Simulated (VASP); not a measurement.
# CdTe (F-43m) in VASP: a series of runs, part 2 of 2

VASP 6.6.1. Earlier steps stand in the parts before.

### 3 Single point, PBEsol

This run uses another cell than the first one, of 31.55 Å³/atom, 1.046 times its volume.

Input file INCAR:

```
  PREC = Accurate
  ENCUT = 520
  EDIFF = 1E-6
  ISMEAR = 0
  SIGMA = 0.01
  LREAL = False
  LASPH = True
  NELM = 80
  ALGO = Normal
  ISIF = 2
  LWAVE = False
  LCHARG = False
  GGA = PS
  NBANDS = 16
```

Input file KPOINTS:

```
regular mesh
0
Gamma
  6 6 6
```

Input file POSCAR:

```
CdTe
1.0
    0.0000000000      3.1598816591      3.1598816591
    3.1598816591      0.0000000000      3.1598816591
    3.1598816591      3.1598816591      0.0000000000
Cd Te
1 1
Direct
    0.0000000000      0.0000000000      0.0000000000
    0.7500000000      0.7500000000      0.7500000000
```

Potentials or basis: VASP PAW PBE potentials, release 64 (Cd, Te).

Run with:

```bash
$ cat potpaw_PBE.64/Cd/POTCAR potpaw_PBE.64/Te/POTCAR > POTCAR
$ mpirun -np 1 vasp_std > vasp.out
```

OUTCAR:

```text
PREC = Accurate
   ENCUT = 520
   EDIFF = 1E-6
   ISMEAR = 0
   LREAL = False
   LASPH = True
   NELM = 80
   ISIF = 2
   GGA = PS

 ion  position               nearest neighbor table
   1  0.000  0.000  0.000-   2 2.74   2 2.74   2 2.74   2 2.74
   2  0.750  0.750  0.750-   1 2.74   1 2.74   1 2.74   1 2.74

  LATTYP: Found a face centered cubic cell.
 ALAT       =     6.3197633182

  Lattice vectors:

 A1 = (   0.0000000000,   3.1598816591,   3.1598816591)
 A2 = (   3.1598816591,   0.0000000000,   3.1598816591)
 A3 = (   3.1598816591,   3.1598816591,   0.0000000000)

Analysis of symmetry for initial positions (statically):
=====================================================================
 Subroutine PRICEL returns:
 Original cell was already a primitive cell.

 Routine SETGRP: Setting up the symmetry group for a
 face centered cubic supercell.

 Subroutine GETGRP returns: Found 24 space group operations
 (whereof 24 operations were pure point group operations)
 out of a pool of 48 trial point group operations.

The static configuration has the point symmetry T_d .

[... 150 lines left out ...]
  energy without entropy =       -5.41670192  energy(sigma->0) =       -5.41670192

 E-fermi :   3.0284     XC(G=0):  -9.1194

 val. band max:        2.9370796738   @ k =   0.0000   0.0000   0.0000
 cond. band min:       3.8256600600   @ k =   0.0000   0.0000   0.0000
 fundamental gap:      0.8885803862
 Fermi energy:         3.0284179543

 k-point     1 :       0.0000    0.0000    0.0000
  band No.  band energies     occupation
      1      -8.7420      2.00000
      2      -5.6209      2.00000
      3      -5.6209      2.00000
      4      -5.6209      2.00000
      5      -5.2952      2.00000
      6      -5.2952      2.00000
[... 281 lines left out ...]
      3      -5.4528      2.00000
      4      -5.3579      2.00000
      5      -5.2810      2.00000
      6      -4.6354      2.00000
[... 8 lines left out ...]
     15      14.2912      0.00000
     16      14.4930      0.00000

------------------------ aborting loop because EDIFF is reached ----------------------------------------

  FORCE on cell =-STRESS in cart. coord.  units (eV):
  Direction    XX          YY          ZZ          XY          YZ          ZX
  --------------------------------------------------------------------------------------
  -------------------------------------------------------------------------------------
  Total        1.6607700      1.6607700      1.6607700      0.0000000      0.0000000      0.0000000
  in kB       42.1674782     42.1674782     42.1674782      0.0000000      0.0000000      0.0000000
  external PRESSURE =      42.1674782 kB  Pullay stress =       0.0000000 kB

 VOLUME and BASIS-vectors are now :
 -----------------------------------------------------------------------------
  energy-cutoff  :      520.00
  volume of cell :       63.10
      direct lattice vectors                 reciprocal lattice vectors
     0.000000000  3.159881659  3.159881659    -0.158233774  0.158233774  0.158233774
     3.159881659  0.000000000  3.159881659     0.158233774 -0.158233774  0.158233774
     3.159881659  3.159881659  0.000000000     0.158233774  0.158233774 -0.158233774

 POSITION                                       TOTAL-FORCE (eV/Angst)
 -----------------------------------------------------------------------------------
      0.00000      0.00000      0.00000         0.000000      0.000000     -0.000000
      4.73982      4.73982      4.73982        -0.000000     -0.000000      0.000000
 -----------------------------------------------------------------------------------
    total drift:                                0.000000      0.000000      0.000000

  FREE ENERGIE OF THE ION-ELECTRON SYSTEM (eV)
  ---------------------------------------------------
  free  energy   TOTEN  =        -5.4167019239 eV

  energy  without entropy=       -5.4167019239  energy(sigma->0) =       -5.41670192
```

stdout:

```text
POSCAR found type information on POSCAR CdTe
 POSCAR found :  2 types and       2 ions
 scaLAPACK will be used
 -----------------------------------------------------------------------------
|                                                                             |
|                                                                             |
|     You enforced a specific xc type in the INCAR file but a different       |
|     I HOPE YOU KNOW WHAT YOU ARE DOING!                                     |
|                                                                             |
 -----------------------------------------------------------------------------

 LDA part: xc-table for (Slater+PW92), standard interpolation
 POSCAR, INCAR and KPOINTS ok, starting setup
 FFT: planning ... GRIDC
 FFT: planning ... GRID_SOFT
 FFT: planning ... GRID
 WAVECAR not read
 entering main loop
```

Wall time 15 s (1 thread of Intel Xeon 6975P-C (Granite Rapids), shared host); peak memory 0.2 GiB.

What came out:

- Free energy: -5.4167 eV
- Pressure: 4.2 GPa
- Band gap on the k mesh: 0.89 eV, direct

Levels at points of the mesh, in eV from the valence-band top:
```csv
k point,band 5,band 6,band 7,band 8,band 9,band 10,band 11,band 12,band 13,band 14
"(0.00, 0.00, 0.00)",-8.23,-8.23,0.00,0.00,0.00,0.89,4.48,4.48,4.48,7.39
"(0.50, 0.00, 0.00)",-8.22,-7.82,-4.94,-0.91,-0.91,1.80,5.09,5.09,6.94,8.83
"(0.50, 0.50, 0.00)",-8.19,-7.66,-4.74,-2.16,-2.16,2.31,2.55,9.15,9.45,9.45
```

Caveat: the PAW data sets were made with another functional, which shifts forces and pressure a little; spin-orbit coupling is left out, which moves the levels of the heavy elements. A hybrid or GW would open this gap; PBEsol tends to underestimate it.

### 4 Single point, PBEsol

This run uses another cell than the first one, of 33.42 Å³/atom, 1.108 times its volume.

Input file INCAR:

```
PREC = Accurate
ENCUT = 520
EDIFF = 1E-6
ISMEAR = 0
SIGMA = 0.01
LREAL = False
LASPH = True
NELM = 80
ALGO = Normal
ISIF = 2
LWAVE = False
LCHARG = False
GGA = PS
NBANDS = 16
```

KPOINTS is that of step 3.

Input file POSCAR:

```
CdTe
1.0
    0.0000000000      3.2209768247      3.2209768247
    3.2209768247      0.0000000000      3.2209768247
    3.2209768247      3.2209768247      0.0000000000
Cd Te
1 1
Direct
    0.0000000000      0.0000000000      0.0000000000
    0.7500000000      0.7500000000      0.7500000000
```

Run with:

```bash
$ cat potpaw_PBE.64/Cd/POTCAR potpaw_PBE.64/Te/POTCAR > POTCAR
$ mpirun -np 1 vasp_std > vasp.out
```

Run time: 22 s. Hardware: 1 thread of Intel Xeon 6975P-C (Granite Rapids), shared host; peak memory 0.2 GiB.

It converged, with:

- Free energy: -5.4774 eV
- Pressure: 1.2 GPa
- Band gap on the k mesh: 0.71 eV, direct

Levels at points of the mesh, in eV from the valence-band top:
```csv
k point,band 6,band 7,band 8,band 9,band 10,band 11,band 12,band 13
"(0.00, 0.00, 0.00)",-8.05,0.00,0.00,0.00,0.71,4.53,4.53,4.53
"(0.50, 0.00, 0.00)",-7.69,-4.58,-0.81,-0.81,1.75,5.12,5.12,6.94
"(0.50, 0.50, 0.00)",-7.54,-4.44,-1.95,-1.95,2.45,2.59,8.82,9.16
```

Caveat: the PAW data sets were made with another functional, which shifts forces and pressure a little; spin-orbit coupling is left out, which moves the levels of the heavy elements.

### 5 The runs side by side

```csv
cell,gap on the mesh (eV),pressure (GPa)
"a = 4.402 Å, angles 60.0°, 2 atoms",1.03,7.2
"a = 4.469 Å, angles 60.0°, 2 atoms",0.89,4.2
"a = 4.555 Å, angles 60.0°, 2 atoms",0.71,1.2
```

Alike in all rows: task single point; level PBEsol; potentials or basis VASP PAW PBE potentials, release 64 (Cd, Te); no spin polarisation; k mesh 6 × 6 × 6; cutoff (eV) 520; smearing gaussian 0.01 eV.

Caveats: the PAW data sets were made with another functional, which shifts forces and pressure a little; spin-orbit coupling is left out, which moves the levels of the heavy elements.

Absolute energies hang on the potentials; compare differences alone.
